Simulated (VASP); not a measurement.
Runs of VASP 6.6.1 on RbMgH2. The structure is that of space group P6/mmm (No. 191), or close to it. The cells are those of the table. The cell was built from a structure type or drawn by symmetry, and may not be a known phase.

```tsv
task	cell	k mesh	cutoff (eV)	gap on the mesh (eV)	pressure (GPa)	relaxed volume (Å³/atom)
relaxation of cell and atoms	relaxed from a = 4.732, b = 4.732, c = 9.202 Å, angles 90.0, 90.0, 120.0°, 4 atoms	12 × 12 × 6	600	none	0.0	-
single point	a = 3.618, b = 3.618, c = 5.644 Å, angles 90.0, 90.0, 120.0°, 4 atoms	6 × 6 × 4	520	none	(a)	-
relaxation of cell and atoms	relaxed from a = 3.618, b = 3.618, c = 5.644 Å, angles 90.0, 90.0, 120.0°, 4 atoms	6 × 6 × 4	600	none	0.1	38.79
single point	a = 4.721, b = 4.721, c = 8.595 Å, angles 90.0, 90.0, 120.0°, 4 atoms	6 × 6 × 4	520	none	0.1	-
relaxation of cell and atoms	relaxed from a = 4.721, b = 4.721, c = 8.595 Å, angles 90.0, 90.0, 120.0°, 4 atoms	12 × 12 × 6	600	none	0.0	45.17
```

Alike in all rows: level PBE; potentials or basis VASP PAW PBE potentials, release 64 (Rb_sv, Mg, H); no spin polarisation; smearing gaussian 0.1 eV.

Q: Fill in the values left out.

A: (a) 16.3.

Caveats: the relaxation stopped at its first step, so nothing moved (at least some runs); the cell stands under pressure (at least some runs); the volume moved by over 15 % at a fixed basis, so the end points are rough (at least some runs).

A k mesh can miss the band edges, and the runs leave out spin-orbit coupling on Rb.

A gap of «none» marks levels without a gap at the run's occupations.
